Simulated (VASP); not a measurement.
ZrC (rocksalt type), 2 atoms in the cell. It takes space group Fm-3m (No. 225, cubic). Conventional cell: a = 4.709 Å, b = 4.709 Å, c = 4.709 Å, α = 90.00°, β = 90.00°, γ = 90.00°. Within 3.1 Å of Zr (site symmetry m-3m) lie 6 C at 2.35 Å. C (site symmetry m-3m) has 6 Zr at 2.35 Å within 3.1 Å. 

* Program: VASP 6.6.1
* Task: electric field gradients
* Functional: PBE
* Potentials or basis: VASP PAW PBE potentials, release 64 (Zr_sv, C)
* Cutoff: 520 eV
* k mesh: 14 × 14 × 14
* Occupations: fermi-dirac, width 0.05 eV
* Spin: no spin polarisation
* Dipole correction: no
* Further INCAR settings: ALGO = Normal; EDIFF = 1e-08; NBANDS = 15

Potentials or basis: VASP PAW PBE potentials, release 64 (Zr_sv, C).

Command:

```bash
$ cat potpaw_PBE.64/Zr_sv/POTCAR potpaw_PBE.64/C/POTCAR > POTCAR
$ mpirun -np 1 vasp_std > vasp.out
```

Hardware: 1 thread of Intel(R) Xeon(R) 6975P-C (Granite Rapids), on a shared host.

How long does it take, and how much memory?

Run time: 29 s on 1 thread of Intel(R) Xeon(R) 6975P-C (Granite Rapids) (shared host), peak memory 0.18 GiB. Counts: scf iterations 15, k points 104.
